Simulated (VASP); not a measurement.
## TiO2: single point with r2SCAN

Crystal: TiO2.

```
CELL_PARAMETERS angstrom
-1.90760 1.90760 4.83916
1.90760 -1.90760 4.83916
1.90760 1.90760 -4.83916
ATOMIC_POSITIONS crystal
Ti 0.75000 0.25000 0.50000
Ti 0.00000 0.00000 0.00000
O 0.54271 0.04271 0.50000
O 0.79271 0.79271 0.00000
O 0.20729 0.20729 0.00000
O 0.95729 0.45729 0.50000
```

* Program: VASP 6.6.1
* Task: single point
* Functional: r2SCAN
* Potentials or basis: VASP PAW PBE potentials, release 64 (Ti_sv, O)
* Cutoff: 520 eV
* k mesh: 8 × 8 × 8
* Occupations: gaussian, width 0.01 eV
* Spin: no spin polarisation

The pressure is -5.2 GPa, the largest force is 0.142 eV/Å and the band gap on the k mesh is 2.51 eV (least direct gap 2.81 eV).

Forces in eV/Å, atoms in the order of the input:
```
Ti   0.000  0.000  0.000
Ti   0.000  0.000  0.000
O    0.000  0.000  0.142
O    0.000  0.000  0.142
O    0.000  0.000 -0.142
O    0.000  0.000 -0.142
```

Stress tensor (GPa, compression positive):
```
-5.03  0.00  0.00
 0.00 -5.03  0.00
 0.00  0.00 -5.55
```

Levels at points of the mesh, in eV from the valence-band top:
```csv
k point,band 21,band 22,band 23,band 24,band 25,band 26,band 27,band 28
"(0.00, 0.00, 0.00)",-0.79,-0.79,-0.41,-0.41,2.51,3.19,4.31,4.31
"(0.50, 0.00, 0.00)",-1.85,-0.88,-0.88,-0.65,3.57,3.83,3.88,3.92
"(0.50, 0.50, 0.00)",-2.00,-2.00,-0.01,-0.01,3.62,3.62,4.07,4.07
"(0.50, 0.50, 0.50)",-1.26,-1.26,-0.10,-0.10,2.84,2.84,4.08,4.08
```

Run time: 37 min on 1 thread of Intel Xeon 8259CL, with other jobs on the host, peak memory 0.35 GiB.

Caveat: the cell stands under tension; the PAW data sets were made with another functional, which shifts forces and pressure a little. A k mesh can miss the band edges.
